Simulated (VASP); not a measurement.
# Pt (Fm-3m) in VASP: further runs

The runs below take Pt through single point, relaxation of cell and atoms, with LDA, revPBE, PBEsol, RPBE.

Program: VASP 6.6.1. These are calculated values, not measurements. Logs are shortened: lines on timing, memory, paths and dates and some standing lists are left out, and cuts for length are marked.

### 1 The cell of the first run

Symmetry: Fm-3m, No. 225, cubic system. Conventional cell: a = 3.895 Å, b = 3.895 Å, c = 3.895 Å, α = 90.00°, β = 90.00°, γ = 90.00°. Within 3.6 Å of Pt (site symmetry m-3m) lie 12 Pt at 2.75 Å.

### 2 Single point, LDA

INCAR

```
SYSTEM = Pt
  ALGO = Normal
  EDIFF = 1E-6
  ENCUT = 520
  GGA = CA
  ISIF = 2
  ISMEAR = -1
  LASPH = .TRUE.
  LCHARG = .FALSE.
  LREAL = .FALSE.
  LWAVE = .FALSE.
  NBANDS = 11
  NELM = 100
  PREC = Accurate
  SIGMA = 0.05
```

KPOINTS

```
k-points
0
G
  12 12 12
  0 0 0
```

POSCAR

```
Pt
1.0
    0.0000000000      1.9472607593      1.9472607593
    1.9472607593      0.0000000000      1.9472607593
    1.9472607593      1.9472607593      0.0000000000
Pt
1
Direct
    0.0000000000      0.0000000000      0.0000000000
```

Potentials or basis: VASP PAW LDA potentials, release 64 (Pt).

Command:

```bash
$ cat potpaw_LDA.64/Pt/POTCAR > POTCAR
$ mpirun -np 1 vasp_std > vasp.out
```

OUTCAR:

```text
SYSTEM = Pt
   EDIFF = 1E-6
   ENCUT = 520
   GGA = CA
   ISIF = 2
   ISMEAR = -1
   LASPH = .TRUE.
   LREAL = .FALSE.
   NELM = 100
   PREC = Accurate

 ion  position               nearest neighbor table
   1  0.000  0.000  0.000-

  LATTYP: Found a face centered cubic cell.
 ALAT       =     3.8945215186

  Lattice vectors:

 A1 = (   0.0000000000,   1.9472607593,   1.9472607593)
 A2 = (   1.9472607593,   0.0000000000,   1.9472607593)
 A3 = (   1.9472607593,   1.9472607593,   0.0000000000)

Analysis of symmetry for initial positions (statically):
=====================================================================
 Subroutine PRICEL returns:
 Original cell was already a primitive cell.

 Routine SETGRP: Setting up the symmetry group for a
 face centered cubic supercell.

 Subroutine GETGRP returns: Found 48 space group operations
 (whereof 48 operations were pure point group operations)
 out of a pool of 48 trial point group operations.

The static configuration has the point symmetry O_h .

Analysis of symmetry for dynamics (positions and initial velocities):
=====================================================================
 Subroutine PRICEL returns:
 Original cell was already a primitive cell.

 Routine SETGRP: Setting up the symmetry group for a
 face centered cubic supercell.

 Subroutine GETGRP returns: Found 48 space group operations
 (whereof 48 operations were pure point group operations)
 out of a pool of 48 trial point group operations.

The dynamic configuration has the point symmetry O_h .

 Subroutine INISYM returns: Found 48 space group operations
 (whereof 48 operations are pure point group operations),
 and found     1 'primitive' translations

----------------------------------------------------------------------------------------

                                     Primitive cell

  volume of cell :      14.7673

  direct lattice vectors                    reciprocal lattice vectors
     0.000000000  1.947260759  1.947260759    -0.256770953  0.256770953  0.256770953
     1.947260759  0.000000000  1.947260759     0.256770953 -0.256770953  0.256770953
     1.947260759  1.947260759  0.000000000     0.256770953  0.256770953 -0.256770953

  length of vectors
     2.753842575  2.753842575  2.753842575     0.444740336  0.444740336  0.444740336

  position of ions in fractional coordinates (direct lattice)
     0.000000000  0.000000000  0.000000000

  ion indices of the primitive-cell ions
   primitive index   ion index
                 1           1

----------------------------------------------------------------------------------------

 KPOINTS: k-points

Automatic generation of k-mesh.
 Grid dimensions read from file:
 generate k-points for:   12   12   12

 Generating k-lattice:

  Cartesian coordinates                     Fractional coordinates (reciprocal lattice)
    -0.021397579  0.021397579  0.021397579     0.083333333  0.000000000  0.000000000
     0.021397579 -0.021397579  0.021397579     0.000000000  0.083333333  0.000000000
     0.021397579  0.021397579 -0.021397579     0.000000000  0.000000000  0.083333333

  Length of vectors
     0.037061695  0.037061695  0.037061695

  Shift w.r.t. Gamma in fractional coordinates (k-lattice)
     0.000000000  0.000000000  0.000000000

 Subroutine IBZKPT returns following result:
 ===========================================

 Found     72 irreducible k-points:

 Following reciprocal coordinates:
            Coordinates               Weight
  0.000000  0.000000  0.000000      1.000000
  0.083333  0.000000  0.000000      8.000000
  0.166667  0.000000  0.000000      8.000000
  0.250000  0.000000  0.000000      8.000000
  0.333333  0.000000  0.000000      8.000000
  0.416667  0.000000  0.000000      8.000000
[... 16 lines left out ...]
  0.500000  0.166667  0.000000     24.000000
 -0.416667  0.166667  0.000000     24.000000
 [... further k-points ...]
   k-points           NKPTS =     72   k-points in BZ     NKDIM =     72   number of bands    NBANDS=     11
   number of dos      NEDOS =    301   number of ions     NIONS =      1
   total plane-waves  NPLWV =   8000
   dimension x,y,z NGX =    20 NGY =   20 NGZ =   20
   dimension x,y,z NGXF=    40 NGYF=   40 NGZF=   40
   ions per type =               1
   NGX,Y,Z   is equivalent  to a cutoff of  12.07, 12.07, 12.07 a.u.
   NGXF,Y,Z  is equivalent  to a cutoff of  24.15, 24.15, 24.15 a.u.
 SYSTEM =  Pt
   PREC   = accura    normal or accurate (medium, high low for compatibility)
   ISTART =      0    job   : 0-new  1-cont  2-samecut
   ICHARG =      2    charge: 1-file 2-atom 10-const
   ISPIN  =      1    spin polarized calculation?
   LNONCOLLINEAR =      F non collinear calculations
   LSORBIT =      F    spin-orbit coupling
   LASPH  =      T    aspherical Exc in radial PAW
   ENCUT  =  520.0 eV  38.22 Ry    6.18 a.u.   5.12  5.12  5.12*2*pi/ulx,y,z
   NELM   =    100;   NELMIN=  2; NELMDL= -5     # of ELM steps
   EDIFF  = 0.1E-05   stopping-criterion for ELM
   LREAL  =      F    real-space projection
   EDIFFG = 0.1E-04   stopping-criterion for IOM
   NSW    =      0    number of steps for IOM
   IBRION =     -1    ionic relax: 0-MD 1-quasi-New 2-CG
   NFREE  =      0    steps in history (QN), initial steepest desc. (CG)
   ISIF   =      2    stress and relaxation
   ISYM   =      2    0-nonsym 1-usesym 2-fastsym
   POTIM  = 0.5000    time-step for ionic-motion
   TEBEG  =    0.0;   TEEND  =   0.0 temperature during run
   PSTRESS=    0.0 pullay stress
   NELECT =      10.0000    total number of electrons
   NUPDOWN=      -1.0000    fix difference up-down
   EMIN   =  10.00;   EMAX   =-10.00  energy-range for DOS
   EFERMI =   0.00;   METHOD = LEGACY
   ISMEAR =    -1;   SIGMA  =   0.05  broadening in eV -4-tet -1-fermi 0-gaus
   EFERMI_NEDOS =   21; number of points for ismear=-14 and -15
   IALGO  =     38    algorithm
   IMIX   =      4    mixing-type and parameters
     AMIX     =   0.40;   BMIX     =  1.00
     AMIX_MAG =   1.60;   BMIX_MAG =  1.00
  volume/ion in A,a.u.               =      14.77        99.65
  Fermi-wavevector in a.u.,A,eV,Ry     =   1.437609  2.716687 28.119420  2.066719
  Thomas-Fermi vector in A             =   2.556668
   LORBIT       =      0    0 simple, 1 ext, 2 COOP (PROOUT), +10 PAW based schemes
   GGA     = CA    functional components
   LHFCALC =     F    Hartree Fock is set to
   AEXX    =    0.0000 exact exchange contribution
   IVDW    =     0    specifies the selected vdW correction
   LEPSILON=     F    determine dielectric tensor
   LRPA    =     F    only Hartree local field effects (RPA)
 non-spin polarized calculation
  energy-cutoff  :      520.00
  volume of cell :       14.77
 maximum number of plane-waves:       415
   NGX = 11   NGY = 11   NGZ = 11

 number of electron      10.0000000 magnetization

 Free energy of the ion-electron system (eV)
  ---------------------------------------------------
  ext. energy  EPLUGINS =         0.00000000
  ---------------------------------------------------
  free energy    TOTEN  =        -7.51485955 eV

  energy without entropy =       -7.49966480  energy(sigma->0) =       -7.50726217

 E-fermi :  11.5798     XC(G=0): -13.8081

 val. band max:       11.5790728766   @ k =   0.5000   0.4167   0.0833
 cond. band min:      11.5817520193   @ k =   0.4167   0.4167   0.0000
 fundamental gap:      0.0026791427
 Fermi energy:        11.5798128798

 k-point     1 :       0.0000    0.0000    0.0000
  band No.  band energies     occupation
      1       1.0690      2.00000
      2       7.6110      2.00000
      3       7.6110      2.00000
      4       7.6110      2.00000
      5       9.8814      2.00000
      6       9.8814      2.00000
      7      26.1106      0.00000
      8      31.1522      0.00000
      9      31.1522      0.00000
     10      31.1522      0.00000
     11      36.6798      0.00000

 k-point     2 :       0.0833    0.0000    0.0000
  band No.  band energies     occupation
      1       1.3527      2.00000
      2       7.4853      2.00000
      3       7.7228      2.00000
      4       7.7228      2.00000
      5       9.8198      2.00000
      6       9.8198      2.00000
      7      26.5562      0.00000
      8      29.8435      0.00000
      9      31.5978      0.00000
     10      31.5978      0.00000
     11      38.0733      0.00000

 k-point     3 :       0.1667    0.0000    0.0000
  band No.  band energies     occupation
      1       2.1379      2.00000
      2       7.2355      2.00000
      3       7.9516      2.00000
      4       7.9516      2.00000
      5       9.7671      2.00000
      6       9.7671      2.00000
      7      27.5245      0.00000
      8      27.5872      0.00000
      9      32.8425      0.00000
     10      32.8425      0.00000
     11      36.7504      0.00000

 k-point     4 :       0.2500    0.0000    0.0000
  band No.  band energies     occupation
      1       3.1484      2.00000
      2       7.2509      2.00000
      3       8.0035      2.00000
      4       8.0035      2.00000
      5      10.0541      2.00000
      6      10.0541      2.00000
      7      24.9594      0.00000
      8      27.9690      0.00000
      9      34.3929      0.00000
     10      34.3929      0.00000
     11      35.2115      0.00000

 k-point     5 :       0.3333    0.0000    0.0000
  band No.  band energies     occupation
      1       3.8148      2.00000
      2       7.8232      2.00000
      3       7.8232      2.00000
      4       8.1389      2.00000
      5      10.7050      2.00000
      6      10.7050      2.00000
      7      22.0255      0.00000
      8      26.9531      0.00000
      9      33.0932      0.00000
     10      33.0932      0.00000
     11      36.7689      0.00000

 k-point     6 :       0.4167    0.0000    0.0000
  band No.  band energies     occupation
      1       3.9703      2.00000
      2       7.6301      2.00000
      3       7.6301      2.00000
      4       9.8614      2.00000
      5      11.3467      1.98127
      6      11.3467      1.98127
      7      19.0803      0.00000
      8      26.0098      0.00000
      9      31.2707      0.00000
     10      31.2707      0.00000
     11      39.4480      0.00000

 k-point     7 :       0.5000    0.0000    0.0000
  band No.  band energies     occupation
      1       3.9727      2.00000
      2       7.5542      2.00000
      3       7.5542      2.00000
      4      10.9850      1.99999
      5      11.6143      0.66788
      6      11.6143      0.66788
      7      17.5535      0.00000
      8      25.6836      0.00000
      9      30.5912      0.00000
     10      30.5912      0.00000
     11      40.3838      0.00000

 k-point     8 :       0.0833    0.0833    0.0000
  band No.  band energies     occupation
      1       1.4483      2.00000
      2       7.3588      2.00000
      3       7.8108      2.00000
      4       7.8108      2.00000
      5       9.5989      2.00000
      6       9.9835      2.00000
      7      26.7178      0.00000
      8      30.2777      0.00000
      9      31.2335      0.00000
     10      31.2335      0.00000
     11      38.8118      0.00000
[... 141 lines left out ...]
 k-point    19 :       0.1667    0.1667    0.0000
  band No.  band energies     occupation
      1       2.5088      2.00000
      2       6.7256      2.00000
      3       8.3979      2.00000
      4       8.3979      2.00000
      5       8.9190      2.00000
      6      10.2703      2.00000
      7      28.3681      0.00000
      8      29.3902      0.00000
      9      30.8613      0.00000
     10      30.8613      0.00000
     11      38.0525      0.00000

 k-point    20 :       0.2500    0.1667    0.0000
  band No.  band energies     occupation
      1       3.3380      2.00000
      2       6.4011      2.00000
      3       8.2368      2.00000
      4       8.7162      2.00000
      5       9.2717      2.00000
      6      10.5264      2.00000
      7      27.5752      0.00000
      8      29.3070      0.00000
      9      30.3405      0.00000
     10      31.2562      0.00000
     11      35.6247      0.00000

 k-point    21 :       0.3333    0.1667    0.0000
  band No.  band energies     occupation
      1       4.2450      2.00000
      2       6.3827      2.00000
      3       7.7273      2.00000
      4       8.7404      2.00000
      5      10.4430      2.00000
      6      11.0308      1.99997
      7      24.5495      0.00000
      8      28.7033      0.00000
      9      29.6691      0.00000
     10      31.6728      0.00000
     11      36.1654      0.00000

 k-point    22 :       0.4167    0.1667    0.0000
  band No.  band energies     occupation
      1       4.6748      2.00000
      2       6.9331      2.00000
      3       7.4806      2.00000
      4       8.5538      2.00000
      5      11.5475      1.31208
      6      12.0915      0.00007
      7      21.1402      0.00000
      8      27.5675      0.00000
      9      29.0365      0.00000
     10      30.9843      0.00000
     11      38.3175      0.00000

 k-point    23 :       0.5000    0.1667    0.0000
  band No.  band energies     occupation
      1       4.7528      2.00000
      2       6.9436      2.00000
      3       8.2318      2.00000
      4       8.3572      2.00000
      5      11.6785      0.24396
      6      14.0677      0.00000
      7      18.1343      0.00000
      8      26.8142      0.00000
      9      29.0893      0.00000
     10      29.5389      0.00000
     11      39.0859      0.00000

 k-point    24 :      -0.4167    0.1667    0.0000
  band No.  band energies     occupation
      1       4.8126      2.00000
      2       6.9563      2.00000
      3       8.2650      2.00000
      4       8.5580      2.00000
      5      11.2576      1.99682
      6      14.6346      0.00000
      7      17.7157      0.00000
      8      26.4677      0.00000
      9      28.5356      0.00000
     10      30.2336      0.00000
     11      38.6467      0.00000

 [... further k-points ...]
[... 5 lines left out ...]
  --------------------------------------------------------------------------------------
  -------------------------------------------------------------------------------------
  Total        0.0738822      0.0738822      0.0738822     -0.0000000     -0.0000000      0.0000000
  in kB        8.0158201      8.0158201      8.0158201     -0.0000000     -0.0000000      0.0000000
  external PRESSURE =       8.0158201 kB  Pullay stress =       0.0000000 kB

 VOLUME and BASIS-vectors are now :
 -----------------------------------------------------------------------------
  energy-cutoff  :      520.00
  volume of cell :       14.77
      direct lattice vectors                 reciprocal lattice vectors
     0.000000000  1.947260759  1.947260759    -0.256770953  0.256770953  0.256770953
     1.947260759  0.000000000  1.947260759     0.256770953 -0.256770953  0.256770953
     1.947260759  1.947260759  0.000000000     0.256770953  0.256770953 -0.256770953

 POSITION                                       TOTAL-FORCE (eV/Angst)
 -----------------------------------------------------------------------------------
      0.00000      0.00000      0.00000         0.000000      0.000000      0.000000
 -----------------------------------------------------------------------------------
    total drift:                                0.000000      0.000000      0.000000

  FREE ENERGIE OF THE ION-ELECTRON SYSTEM (eV)
  ---------------------------------------------------
  free  energy   TOTEN  =        -7.5148595496 eV

  energy  without entropy=       -7.4996647950  energy(sigma->0) =       -7.50726217
```

Run time: 5.4 s. Hardware: 1 thread of Intel Xeon 6975P-C, shared host; peak memory 0.13 GiB.

What came out:

- Free energy: -7.5149 eV
- Pressure: 0.8 GPa
- Band gap on the k mesh: zero (band 5 reaches 12.08 eV, above the bottom of band 6 at 9.77 eV)

Caveat: spin-orbit coupling is left out, which moves the levels of the heavy elements.

### 3 Single point, revPBE

This run uses another cell than the first one, of 15.08 Å³/atom, 1.021 times its volume.

INCAR

```
ALGO     = Normal         # electronic algorithm
EDIFF    = 1E-7           # SCF threshold, eV
ENCUT    = 520            # plane-wave cutoff, eV
GGA      = RE             # functional
ISIF     = 2              # what is computed and relaxed
ISMEAR   = -1             # smearing method
LASPH    = True           # aspherical terms in the spheres
LCHARG   = False          # write CHGCAR
LREAL    = False          # projectors in reciprocal space
LWAVE    = False          # write WAVECAR
NBANDS   = 11             # bands
NELM     = 100            # most SCF steps
PREC     = Accurate       # precision mode
SIGMA    = 0.05           # smearing width, eV
```

KPOINTS

```
k-points
0
Gamma
  12 12 12
```

POSCAR

```
Pt
1.0
    0.0000000000      1.9609000000      1.9609000000
    1.9609000000      0.0000000000      1.9609000000
    1.9609000000      1.9609000000      0.0000000000
Pt
1
Direct
    0.0000000000      0.0000000000      0.0000000000
```

Potentials or basis: VASP PAW PBE potentials, release 64 (Pt).

Command:

```bash
$ cat potpaw_PBE.64/Pt/POTCAR > POTCAR
$ mpirun -np 1 vasp_std > vasp.out
```

It took 6.7 s on 1 thread of Intel Xeon 6975P-C, shared host; peak memory 0.15 GiB.

Results (log left out):

```yaml
Free_energy: -5.5610 eV
Pressure: 12.8 GPa
Band_gap_on_the_k_mesh: zero (band 5 reaches 11.83 eV, above the bottom of band 6 at 9.59 eV)
```

Levels at points of the mesh, in eV from the Fermi level:
| k point | band 3 | band 4 | band 5 | band 6 | band 7 | band 8 |
| --- | --- | --- | --- | --- | --- | --- |
| (0.00, 0.00, 0.00) | -3.80 | -3.80 | -1.65 | -1.65 | 14.60 | 19.58 |
| (0.50, 0.00, 0.00) | -3.87 | -0.48 | 0.02 | 0.02 | 5.85 | 14.17 |
| (0.50, 0.50, 0.00) | -0.01 | 0.48 | 0.48 | 1.77 | 8.89 | 11.39 |

Caveat: the PAW data sets were made with another functional, which shifts forces and pressure a little; spin-orbit coupling is left out, which moves the levels of the heavy elements.

(Part 1 of 2 ends here.)
